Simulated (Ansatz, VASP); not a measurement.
# Two plane-wave programs on Al2O3

The input INCAR:

```
PREC     = Accurate       # precision mode
ENCUT    = 520            # plane-wave cutoff, eV
EDIFF    = 1E-7           # SCF threshold, eV
ISMEAR   = 0              # smearing method
SIGMA    = 0.05           # smearing width, eV
LREAL    = False          # projectors in reciprocal space
LASPH    = True           # aspherical terms in the spheres
NELM     = 100            # most SCF steps
ALGO     = Normal         # electronic algorithm
ISIF     = 2              # what is computed and relaxed
LWAVE    = False          # write WAVECAR
LCHARG   = False          # write CHGCAR
NBANDS   = 20             # bands
```

File KPOINTS:

```
Automatic mesh
0
Gamma
  9 9 4
```

Contents of POSCAR:

```
Al2O3
1.0
    2.9996979462      0.0000000000      0.0000000000
   -1.4998489731      2.5978146251      0.0000000000
    0.0000000000      0.0000000000     10.0836948168
Al O
2 3
Direct
    0.0000000000      0.0000000000      0.1499923300
    0.0000000000      0.0000000000      0.8500076700
    0.3333333333      0.6666666667      0.2223169200
    0.6666666667      0.3333333333      0.0000000000
    0.3333333333      0.6666666667      0.7776830800
```

Input for Ansatz:

```yaml
crystal:
  lattice:
    - [2.9996979462, 0.0, 0.0]
    - [-1.4998489731, 2.5978146251, 0.0]
    - [0.0, 0.0, 10.0836948168]
  atoms:
    - { symbol: Al, position: [0.0, 0.0, 0.14999233] }
    - { symbol: Al, position: [0.0, 0.0, 0.85000767] }
    - { symbol: O, position: [0.3333333333, 0.6666666667, 0.22231692] }
    - { symbol: O, position: [0.6666666667, 0.3333333333, 0.0] }
    - { symbol: O, position: [0.3333333333, 0.6666666667, 0.77768308] }
basis:
  ecutwfc: 420
kpoints:
  mp_grid: { grid: [9, 9, 4] }
hamiltonian:
  xc: lda
scf:
  occupations: { method: gaussian, width: 0.05 }
output:
  forces: true
  stress: true
  eigenvalues: true
```

Change from the starting cell: strain +0.040 along x and y, +0.080 along z, atoms carried along.

Alike in both runs: task single point; functional LDA; k mesh 9 × 9 × 4; occupations gaussian, width 0.05 eV; no spin polarisation.

```csv
,VASP,Ansatz
version,VASP 6.6.1,Ansatz 0.2.0
potentials or method,"VASP PAW LDA potentials, release 64 (Al, O), cutoff 520 eV","scalar-relativistic, plane waves, PAW"
valence electrons in the cell,24,24
```

|  | VASP | Ansatz | Ansatz less VASP |
| --- | --- | --- | --- |
| gap on the k mesh at the Fermi level (eV) | 3.74 | 3.75 | +0.018 |
| least direct gap on the mesh (eV) | 3.80 | 3.79 | -0.006 |
| pressure (GPa) | -19.8 | -20.2 | -0.30 |
| traceless stress, the component that is largest in VASP (GPa) | 1.82 | 2.11 | +0.291 |
| rms of the force components (eV/Å) | 0.725 | 0.730 | +0.0049 |

LDA's correlation is that of Perdew and Zunger in VASP and of Perdew and Wang (1992) in Ansatz. Atom by atom the forces differ by 0.005 eV/Å (rms over components).
